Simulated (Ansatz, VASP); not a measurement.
## Two plane-wave programs on Cu

The input INCAR:

```
SYSTEM = Cu
  PREC = Accurate
  ENCUT = 520
  EDIFF = 1E-7
  ISMEAR = 0
  SIGMA = 0.15
  LREAL = .FALSE.
  LASPH = .TRUE.
  NELM = 80
  ALGO = Normal
  ISIF = 2
  LWAVE = .FALSE.
  LCHARG = .FALSE.
  GGA = PE
  NBANDS = 12
```

Contents of KPOINTS:

```
Automatic mesh
0
G
  28 28 28
  0 0 0
```

The input POSCAR:

```
Cu
1.0
    0.0000000000      1.8148741282      1.8148741282
    1.8148741282      0.0000000000      1.8148741282
    1.8148741282      1.8148741282      0.0000000000
Cu
1
Direct
    0.0000000000      0.0000000000      0.0000000000
```

Input for Ansatz:

```yaml
crystal:
  lattice:
    - [0.0, 1.8148741278, 1.8148741278]
    - [1.8148741278, 0.0, 1.8148741278]
    - [1.8148741278, 1.8148741278, 0.0]
  atoms:
    - { symbol: Cu, position: [0.0, 0.0, 0.0] }
basis:
  ecutwfc: 420
kpoints:
  mp_grid: { grid: [28, 28, 28] }
hamiltonian:
  xc: pbe
scf:
  occupations: { method: gaussian, width: 0.15 }
output:
  forces: true
  stress: true
  eigenvalues: true
  write_density: true
  write_potential: true
  elf: true
  volumetric_format: npy
```

Alike in both runs: task single point; functional PBE; k mesh 28 × 28 × 28; occupations gaussian, width 0.15 eV; no spin polarisation.

|  | VASP | Ansatz |
| --- | --- | --- |
| version | VASP 6.6.1 | Ansatz 0.2.0 |
| potentials or method | VASP PAW PBE potentials, release 64 (Cu), cutoff 520 eV | scalar-relativistic, plane waves, PAW |
| valence electrons in the cell | 11 | 19 |

|  | VASP | Ansatz | Ansatz less VASP |
| --- | --- | --- | --- |
| gap on the k mesh at the Fermi level (eV) | none | none | - |
| pressure (GPa) | 0.5 | 0.0 | -0.53 |

A gap of «none» marks a metal or a gap that the smearing closes. VASP's potentials hold 11 valence electrons a cell and Ansatz's 19, so a difference there can come from the potentials and not from the codes.
